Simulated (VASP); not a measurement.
# MgS (I-4m2) in VASP: notebook, part 2 of 2

VASP 6.6.1.

### Step 4. Single point, PBEsol (strain +0.1000 x Voigt [1, 1, 0, 0, 0, 0])

INCAR reads:

```
SYSTEM = MgS
PREC = Accurate
ENCUT = 520
EDIFF = 1E-7
ISMEAR = 0
SIGMA = 0.05
LREAL = .False.
LASPH = .True.
NELM = 60
ALGO = Normal
ISIF = 2
LWAVE = .False.
LCHARG = .False.
GGA = PS
NBANDS = 11
```

KPOINTS reads:

```
regular mesh
0
Gamma
  8 8 8
  0 0 0
```

POSCAR reads:

```
MgS
1.0
    0.0000000000      3.1164320515      2.8331200468
    3.1164320515      0.0000000000      2.8331200468
    3.1164320515      3.1164320515      0.0000000000
Mg S
1 1
Direct
    0.0000000000      0.0000000000      0.0000000000
    0.7500000000      0.7500000000      0.7500000000
```

Potentials or basis: VASP PAW PBE potentials, release 64 (Mg, S).

The run is started by

```sh
$ cat potpaw_PBE.64/Mg/POTCAR potpaw_PBE.64/S/POTCAR > POTCAR
$ mpirun -np 1 vasp_std > vasp.out
```

OUTCAR:

```text
SYSTEM = MgS
   PREC = Accurate
   ENCUT = 520
   EDIFF = 1E-7
   ISMEAR = 0
   LREAL = .False.
   LASPH = .True.
   NELM = 60
   ISIF = 2
   GGA = PS

 ion  position               nearest neighbor table
   1  0.000  0.000  0.000-   2 2.62   2 2.62   2 2.62   2 2.62
   2  0.750  0.750  0.750-   1 2.62   1 2.62   1 2.62   1 2.62

  LATTYP: Found a body centered tetragonal cell.
 ALAT       =     4.4073004734
 C/A-ratio  =     1.2856486931

  Lattice vectors:

 A1 = (   0.0000000000,  -3.1164320515,  -2.8331200468)
 A2 = (   0.0000000000,   3.1164320515,  -2.8331200468)
 A3 = (   3.1164320515,   0.0000000000,   2.8331200468)

Analysis of symmetry for initial positions (statically):
=====================================================================
 Subroutine PRICEL returns:
 Original cell was already a primitive cell.

 Routine SETGRP: Setting up the symmetry group for a
 body centered tetragonal supercell.

 Subroutine GETGRP returns: Found  8 space group operations
 (whereof  8 operations were pure point group operations)
 out of a pool of 16 trial point group operations.

The static configuration has the point symmetry D_2d.

Analysis of symmetry for dynamics (positions and initial velocities):
=====================================================================
 Subroutine PRICEL returns:
 Original cell was already a primitive cell.

 Routine SETGRP: Setting up the symmetry group for a
 body centered tetragonal supercell.

 Subroutine GETGRP returns: Found  8 space group operations
 (whereof  8 operations were pure point group operations)
 out of a pool of 16 trial point group operations.

The dynamic configuration has the point symmetry D_2d.

 Subroutine INISYM returns: Found  8 space group operations
 (whereof  8 operations are pure point group operations),
 and found     1 'primitive' translations

----------------------------------------------------------------------------------------

                                     Primitive cell

  volume of cell :      55.0314
[... 112 lines left out ...]
  Thomas-Fermi vector in A             =   1.978357
   LORBIT       =      0    0 simple, 1 ext, 2 COOP (PROOUT), +10 PAW based schemes
   GGA     = PS    functional components
   LHFCALC =     F    Hartree Fock is set to
   AEXX    =    0.0000 exact exchange contribution
   IVDW    =     0    specifies the selected vdW correction
   LEPSILON=     F    determine dielectric tensor
   LRPA    =     F    only Hartree local field effects (RPA)
 non-spin polarized calculation
 Gauss-broadening in eV      SIGMA  =   0.05
  energy-cutoff  :      520.00
  volume of cell :       55.03
 maximum number of plane-waves:      1500
   NGX = 15   NGY = 15   NGZ = 17

 number of electron       8.0000000 magnetization

 Free energy of the ion-electron system (eV)
  ---------------------------------------------------
  ext. energy  EPLUGINS =         0.00000000
  ---------------------------------------------------
  free energy    TOTEN  =        -8.60803095 eV

  energy without entropy =       -8.60803095  energy(sigma->0) =       -8.60803095

 E-fermi :   0.3187     XC(G=0):  -7.8640

 val. band max:        0.0675647936   @ k =   0.0000   0.0000   0.0000
 cond. band min:       2.3373764361   @ k =   0.0000   0.0000   0.0000
 fundamental gap:      2.2698116425
 Fermi energy:         0.3187019658

 k-point     1 :       0.0000    0.0000    0.0000
  band No.  band energies     occupation
      1     -10.7789      2.00000
      2      -0.1203      2.00000
      3      -0.1203      2.00000
      4       0.0676      2.00000
      5       2.3374      0.00000
      6       7.3233      0.00000
      7       7.3233      0.00000
      8       7.3398      0.00000
      9       9.6049      0.00000
     10      10.7810      0.00000
     11      11.9231      0.00000
[... 309 lines left out ...]
 k-point    24 :       0.3750    0.0000    0.1250
  band No.  band energies     occupation
      1     -10.4263      2.00000
      2      -2.1354      2.00000
      3      -0.5825      2.00000
      4      -0.2990      2.00000
      5       4.5211      0.00000
      6       6.3462      0.00000
      7       7.1472      0.00000
      8       8.0582      0.00000
      9       9.8352      0.00000
     10      11.0983      0.00000
     11      12.1378      0.00000

 [... further k-points ...]
[... 5 lines left out ...]
  --------------------------------------------------------------------------------------
  -------------------------------------------------------------------------------------
  Total       -2.9648212     -2.9648212     -2.2022697      0.0000000      0.0000000     -0.0000000
  in kB      -86.3174879    -86.3174879    -64.1166450      0.0000000      0.0000000     -0.0000000
  external PRESSURE =     -78.9172069 kB  Pullay stress =       0.0000000 kB

 VOLUME and BASIS-vectors are now :
 -----------------------------------------------------------------------------
  energy-cutoff  :      520.00
  volume of cell :       55.03
      direct lattice vectors                 reciprocal lattice vectors
     0.000000000  3.116432051  2.833120047    -0.160439885  0.160439885  0.176483874
     3.116432051  0.000000000  2.833120047     0.160439885 -0.160439885  0.176483874
     3.116432051  3.116432051  0.000000000     0.160439885  0.160439885 -0.176483874

 POSITION                                       TOTAL-FORCE (eV/Angst)
 -----------------------------------------------------------------------------------
      0.00000      0.00000      0.00000         0.000000      0.000000     -0.000000
      4.67465      4.67465      4.24968        -0.000000     -0.000000      0.000000
 -----------------------------------------------------------------------------------
    total drift:                               -0.000000     -0.000000      0.000000

  FREE ENERGIE OF THE ION-ELECTRON SYSTEM (eV)
  ---------------------------------------------------
  free  energy   TOTEN  =        -8.6080309465 eV

  energy  without entropy=       -8.6080309465  energy(sigma->0) =       -8.60803095
```

stdout:

```text
POSCAR found type information on POSCAR MgS
 POSCAR found :  2 types and       2 ions
 scaLAPACK will be used
 -----------------------------------------------------------------------------
|                                                                             |
|                                                                             |
|     You enforced a specific xc type in the INCAR file but a different       |
|     I HOPE YOU KNOW WHAT YOU ARE DOING!                                     |
|                                                                             |
 -----------------------------------------------------------------------------

 LDA part: xc-table for (Slater+PW92), standard interpolation
 POSCAR, INCAR and KPOINTS ok, starting setup
 FFT: planning ... GRIDC
 FFT: planning ... GRID_SOFT
 FFT: planning ... GRID
 WAVECAR not read
 entering main loop
```

Run time: 48 s. Hardware: 1 thread of Intel Xeon 8259CL, shared host; peak memory 0.2 GiB.

What came out:

```
Free energy            : -8.6080 eV
Pressure               : -7.9 GPa
Band gap on the k mesh : 2.27 eV, direct
```

Stress tensor (GPa, compression positive):
```
-8.63  0.00  0.00
 0.00 -8.63  0.00
 0.00  0.00 -6.41
```

Levels at points of the mesh, in eV from the valence-band top:
| k point | band 1 | band 2 | band 3 | band 4 | band 5 | band 6 | band 7 | band 8 | band 9 |
| --- | --- | --- | --- | --- | --- | --- | --- | --- | --- |
| (0.00, 0.00, 0.00) | -10.85 | -0.19 | -0.19 | 0.00 | 2.27 | 7.26 | 7.26 | 7.27 | 9.54 |
| (0.50, 0.00, 0.00) | -10.40 | -2.71 | -0.58 | -0.23 | 4.09 | 6.72 | 7.38 | 7.60 | 11.08 |
| (0.50, 0.50, 0.00) | -10.20 | -2.22 | -1.20 | -1.20 | 3.62 | 4.61 | 9.82 | 10.28 | 10.28 |
| (0.50, 0.00, 0.50) | -10.29 | -2.62 | -0.84 | -0.83 | 3.74 | 5.31 | 8.88 | 9.93 | 11.09 |

Caveat: the cell differs from its parent crystal (strain +0.1000 x Voigt [1, 1, 0, 0, 0, 0]); the PAW data sets were made with another functional, which shifts forces and pressure a little.

### Step 5. Overview

```tsv
cell	gap on the mesh (eV)	pressure (GPa)
a = 3.812, b = 3.812, c = 3.606 Å, angles 61.8, 61.8, 56.5°, 2 atoms	3.20	17.2
a = 4.186, b = 4.186, c = 4.357 Å, angles 58.6, 58.6, 62.7°, 2 atoms	2.38	-7.3
a = 4.212, b = 4.212, c = 4.407 Å, angles 58.5, 58.5, 63.1°, 2 atoms	2.27	-7.9
```

Alike in all rows: task single point; level PBEsol; potentials or basis VASP PAW PBE potentials, release 64 (Mg, S); no spin polarisation; k mesh 8 × 8 × 8; cutoff (eV) 520; smearing gaussian 0.05 eV.

Caveats: the PAW data sets were made with another functional, which shifts forces and pressure a little.

Absolute energies hang on the potentials; compare differences alone.
